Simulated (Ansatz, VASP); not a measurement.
# Two plane-wave programs on MgZn2Te3

The input INCAR:

```
SYSTEM = MgZn2Te3
PREC = Accurate ; ENCUT = 520
EDIFF = 1E-6 ; ISMEAR = 0
SIGMA = 0.1 ; LREAL = .False.
LASPH = .True. ; NELM = 60
ALGO = Normal ; ISIF = 2
LWAVE = .False. ; LCHARG = .True.
GGA = PE ; LELF = .True.
LVHAR = .True. ; NBANDS = 56
```

KPOINTS

```
regular mesh
0
Gamma
  4 2 2
  0 0 0
```

Contents of POSCAR:

```
MgZn2Te3
1.0
    4.4395243936      0.0000000000      0.0000000000
    0.0000000000      7.6894818111      0.0000000000
    0.0000000000      0.0000000000     10.9405494000
Mg Zn Te
2 4 6
Direct
    1.0000000000      0.3333333333      0.3346200000
    0.5000000000      0.8333333333      0.3346200000
    0.0000000000      0.0000000000      0.9946010000
    0.5000000000      0.5000000000      0.9946010000
    0.5000000000      0.1666666667      0.6721320000
    1.0000000000      0.6666666667      0.6721320000
    0.0000000000      0.0000000000      0.2394670000
    0.5000000000      0.5000000000      0.2394670000
    0.5000000000      0.1666666667      0.9165510000
    1.0000000000      0.6666666667      0.9165510000
    1.0000000000      0.3333333333      0.5926290000
    0.5000000000      0.8333333333      0.5926290000
```

Input for Ansatz:

```yaml
crystal:
  lattice:
    - [4.4395243936, 0.0, 0.0]
    - [0.0, 7.6894818111, 0.0]
    - [0.0, 0.0, 10.9405494]
  atoms:
    - { symbol: Mg, position: [1.0, 0.3333333333, 0.33462] }
    - { symbol: Mg, position: [0.5, 0.8333333333, 0.33462] }
    - { symbol: Zn, position: [0.0, 0.0, 0.994601] }
    - { symbol: Zn, position: [0.5, 0.5, 0.994601] }
    - { symbol: Zn, position: [0.5, 0.1666666667, 0.672132] }
    - { symbol: Zn, position: [1.0, 0.6666666667, 0.672132] }
    - { symbol: Te, position: [0.0, 0.0, 0.239467] }
    - { symbol: Te, position: [0.5, 0.5, 0.239467] }
    - { symbol: Te, position: [0.5, 0.1666666667, 0.916551] }
    - { symbol: Te, position: [1.0, 0.6666666667, 0.916551] }
    - { symbol: Te, position: [1.0, 0.3333333333, 0.592629] }
    - { symbol: Te, position: [0.5, 0.8333333333, 0.592629] }
basis:
  ecutwfc: 420
kpoints:
  mp_grid: { grid: [4, 2, 2] }
hamiltonian:
  xc: pbe
scf:
  occupations: { method: gaussian, width: 0.1 }
  lower_state_search: "off"
output:
  forces: true
  stress: true
  eigenvalues: true
```

Alike in both runs: task single point; functional PBE; k mesh 4 × 2 × 2; occupations gaussian, width 0.1 eV; no spin polarisation.

|  | VASP | Ansatz |
| --- | --- | --- |
| version | VASP 6.6.1 | Ansatz 0.2.0 |
| potentials or method | VASP PAW PBE potentials, release 64 (Mg, Zn, Te), cutoff 520 eV | scalar-relativistic, plane waves, PAW |
| valence electrons in the cell | 88 | 164 |

Ansatz gave:

```
gap on the k mesh at the Fermi level (eV)                     : 1.22
least direct gap on the mesh (eV)                             : 1.22
pressure (GPa)                                                : 0.0
traceless stress, the component that is largest in VASP (GPa) : 0.19
rms of the force components (eV/Å)                            : 0.009
```

Question: Which values does VASP return?

Answer: gap on the k mesh at the Fermi level (eV): 1.21; least direct gap on the mesh (eV): 1.21; pressure (GPa): 0.1; traceless stress, the component that is largest in VASP (GPa): 0.19; rms of the force components (eV/Å): 0.009.

Atom by atom the forces differ by 0.003 eV/Å (rms over components). VASP's potentials hold 88 valence electrons a cell and Ansatz's 164, so a difference there can come from the potentials and not from the codes.

Spin-orbit coupling is off throughout.
